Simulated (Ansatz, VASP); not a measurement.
## Two plane-wave programs on AlH

The input INCAR:

```
SYSTEM = AlH
PREC = Accurate
ENCUT = 500
EDIFF = 1E-6
ISMEAR = 0
SIGMA = 0.1
LREAL = .FALSE.
LASPH = .TRUE.
NELM = 120
ALGO = Normal
ISIF = 2
LWAVE = .FALSE.
LCHARG = .FALSE.
GGA = PE
NBANDS = 9
GGA_COMPAT = .FALSE.
```

KPOINTS

```
regular mesh
0
G
  6 6 6
  0 0 0
```

The input POSCAR:

```
AlH
1.0
    1.4968950100      0.8642327400      2.4662686900
   -1.4968950100      0.8642327400      2.4662686900
    0.0000000000     -1.7284654700      2.4662686900
Al H
1 1
Direct
    0.0000000000      0.0000000000      0.0000000000
    0.5000000000      0.5000000000      0.5000000000
```

Input for Ansatz:

```yaml
crystal:
  lattice:
    - [1.49689501, 0.86423274, 2.46626869]
    - [-1.49689501, 0.86423274, 2.46626869]
    - [0.0, -1.72846547, 2.46626869]
  atoms:
    - { symbol: Al, position: [0.0, 0.0, 0.0] }
    - { symbol: H, position: [0.5, 0.5, 0.5] }
basis:
  ecutwfc: 420
kpoints:
  mp_grid: { grid: [6, 6, 6] }
hamiltonian:
  xc: pbe
scf:
  occupations: { method: gaussian, width: 0.1 }
  lower_state_search: "off"
output:
  forces: true
  stress: true
  eigenvalues: true
```

Alike in both runs: task single point; functional PBE; k mesh 6 × 6 × 6; occupations gaussian, width 0.1 eV; no spin polarisation.

```csv
,VASP,Ansatz
version,VASP 6.6.1,Ansatz 0.2.0
potentials or method,"VASP PAW PBE potentials, release 64 (Al, H), cutoff 500 eV","scalar-relativistic, plane waves, PAW"
valence electrons in the cell,4,4
```

```tsv
	VASP	Ansatz	Ansatz less VASP
gap on the k mesh at the Fermi level (eV)	none	none	-
pressure (GPa)	0.1	0.2	+0.09
traceless stress, the component that is largest in VASP (GPa)	3.45	3.46	+0.010
```

A gap of «none» marks a metal or a gap that the smearing closes.

The k mesh is coarse, so the values compare programs but aren't converged.
